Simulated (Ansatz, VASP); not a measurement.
**Al2BiB4 in VASP and in Ansatz**

```
Al B Bi
1.0
     5.21573    0.00000    0.00000
     0.00000    5.21573    0.00000
     0.00000    0.00000    3.41820
Al B Bi
2 4 1
Direct
  0.50000 0.00000 0.50000
  0.00000 0.50000 0.50000
  0.33745 0.33745 0.00000
  0.66255 0.33745 0.00000
  0.66255 0.66255 0.00000
  0.33745 0.66255 0.00000
  0.00000 0.00000 0.00000
```

Alike in both runs: functional PBE; k mesh 4 × 4 × 6; occupations gaussian, width 0.1 eV; no spin polarisation.

Ansatz relaxed the structure, and its values are those at the end. VASP's run is a single point on that final structure, the one shown.

|  | VASP | Ansatz |
| --- | --- | --- |
| version | VASP 6.6.1 | Ansatz 0.2.0 |
| potentials or method | VASP PAW PBE potentials, release 64 (Al, B, Bi_d), cutoff 520 eV | scalar-relativistic, plane waves, PAW |
| valence electrons in the cell | 33 | 33 |

Ansatz gave:

| Item | Value |
| --- | --- |
| gap on the k mesh at the Fermi level (eV) | none |
| pressure (GPa) | -0.1 |
| rms of the force components (eV/Å) | 0.002 |

Estimate VASP's values.

gap on the k mesh at the Fermi level (eV): none; pressure (GPa): -0.1; rms of the force components (eV/Å): 0.005.

A gap of «none» marks a metal or a gap that the smearing closes.

Neither program's run includes spin-orbit coupling.
